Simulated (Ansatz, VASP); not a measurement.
**As: VASP beside Ansatz**

Contents of INCAR:

```
  PREC = Accurate
  ENCUT = 520
  EDIFF = 1E-8
  ISMEAR = -1
  SIGMA = 0.05
  LREAL = Auto
  LASPH = T
  NELM = 100
  ALGO = Normal
  ISIF = 2
  LWAVE = F
  LCHARG = F
  GGA = PS
  LEFG = T
  NBANDS = 54
```

The input KPOINTS:

```
regular mesh
0
Gamma
  6 6 6
```

File POSCAR:

```
As
1.0
    3.7615937974      2.1717571914      7.0281239890
   -3.7615937974      2.1717571914      7.0281239890
    0.0000000000     -4.3435143830      7.0281239890
As
16
Direct
    0.3870000000      0.3870000000      0.3870000000
    0.3870000000      0.3870000000      0.8870000000
    0.3870000000      0.8870000000      0.3870000000
    0.3870000000      0.8870000000      0.8870000000
    0.8870000000      0.3870000000      0.3870000000
    0.8870000000      0.3870000000      0.8870000000
    0.8870000000      0.8870000000      0.3870000000
    0.8870000000      0.8870000000      0.8870000000
    0.1130000000      0.1130000000      0.1130000000
    0.1130000000      0.1130000000      0.6130000000
    0.1130000000      0.6130000000      0.1130000000
    0.1130000000      0.6130000000      0.6130000000
    0.6130000000      0.1130000000      0.1130000000
    0.6130000000      0.1130000000      0.6130000000
    0.6130000000      0.6130000000      0.1130000000
    0.6130000000      0.6130000000      0.6130000000
```

Input for Ansatz:

```yaml
crystal:
  lattice:
    - [3.7615937974, 2.1717571914, 7.028123989]
    - [-3.7615937974, 2.1717571914, 7.028123989]
    - [0.0, -4.343514383, 7.028123989]
  atoms:
    - { symbol: As, position: [0.387, 0.387, 0.387] }
    - { symbol: As, position: [0.387, 0.387, 0.887] }
    - { symbol: As, position: [0.387, 0.887, 0.387] }
    - { symbol: As, position: [0.387, 0.887, 0.887] }
    - { symbol: As, position: [0.887, 0.387, 0.387] }
    - { symbol: As, position: [0.887, 0.387, 0.887] }
    - { symbol: As, position: [0.887, 0.887, 0.387] }
    - { symbol: As, position: [0.887, 0.887, 0.887] }
    - { symbol: As, position: [0.113, 0.113, 0.113] }
    - { symbol: As, position: [0.113, 0.113, 0.613] }
    - { symbol: As, position: [0.113, 0.613, 0.113] }
    - { symbol: As, position: [0.113, 0.613, 0.613] }
    - { symbol: As, position: [0.613, 0.113, 0.113] }
    - { symbol: As, position: [0.613, 0.113, 0.613] }
    - { symbol: As, position: [0.613, 0.613, 0.113] }
    - { symbol: As, position: [0.613, 0.613, 0.613] }
kpoints:
  mp_grid: { grid: [6, 6, 6] }
scf:
  occupations: { method: fermi_dirac, width: 0.05 }
hamiltonian:
  xc: pbesol
  pseudopotentials: { kind: paw, azcp: { folder: soft_1 } }
output:
  forces: true
  efg: { quadrupole_moments_barn: { As: 0.311 }, contact_densities: true }
  core_levels: { shells: { As: "3d" }, counted_from: fermi_level, add_spin: always }
```

Alike in both runs: task electric field gradients; functional PBEsol; k mesh 6 × 6 × 6; occupations fermi-dirac, width 0.05 eV; no spin polarisation.

|  | VASP | Ansatz |
| --- | --- | --- |
| version | VASP 6.6.1 | Ansatz 0.2.0 |
| potentials or method | VASP PAW PBE potentials, release 64 (As) | plane-wave PAW, scalar-relativistic |
| plane-wave cutoff (eV) | 520 | 420 |
| valence electrons in the cell | 80 | 240 |

```csv
,VASP,Ansatz,Ansatz less VASP
rms of the force components (eV/Å),0.254,0.217,-0.0370
size of Vzz on the site where it differs most (V/Å²),50.5,54.1,+3.63
```

VASP's potentials were made for PBE, not for PBEsol, and Ansatz warns of the same on its side. Atom by atom the forces differ by 0.037 eV/Å (rms over components). The functional is the same, so the differences come from potentials, cutoffs and numerics. VASP's potentials hold 80 valence electrons a cell and Ansatz's 240, so a difference there can come from the potentials and not from the codes.
